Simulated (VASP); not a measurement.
Runs of VASP 6.6.1 on TiAl. The structure is that of space group Pm-3m (No. 221), or close to it. The cells are those of the table. 

```csv
task,spin,cell,k mesh,cutoff (eV),gap on the mesh (eV),pressure (GPa),relaxed volume (Å³/atom)
relaxation of cell and atoms,off,"relaxed from a = 3.184 Å, 2 atoms",18 × 18 × 18,600,none,-0.1,16.18
relaxation of cell and atoms,off,"relaxed from a = 3.018 Å, 2 atoms",6 × 6 × 6,600,none,-0.2,16.17
single point,off,"a = 3.184 Å, 2 atoms",6 × 6 × 6,520,none,0.0,-
single point,collinear,"a = 3.184 Å, 2 atoms",6 × 6 × 6,520,none,-0.1,-
single point,off,"a = 3.018 Å, 2 atoms",6 × 6 × 6,520,none,(a),-
single point,off,"a = 3.186 Å, 2 atoms",18 × 18 × 18,520,none,0.0,-
```

Alike in all rows: level PBE; potentials or basis VASP PAW PBE potentials, release 64 (Ti_sv, Al); smearing gaussian 0.1 eV.

Question: Fill in the values left out.

Answer: (a) 24.8.

Caveats: the volume moved by over 15 % at a fixed basis, so the end points are rough (at least some runs); the cell stands under pressure (at least some runs).

A gap of «none» marks levels without a gap at the run's occupations.
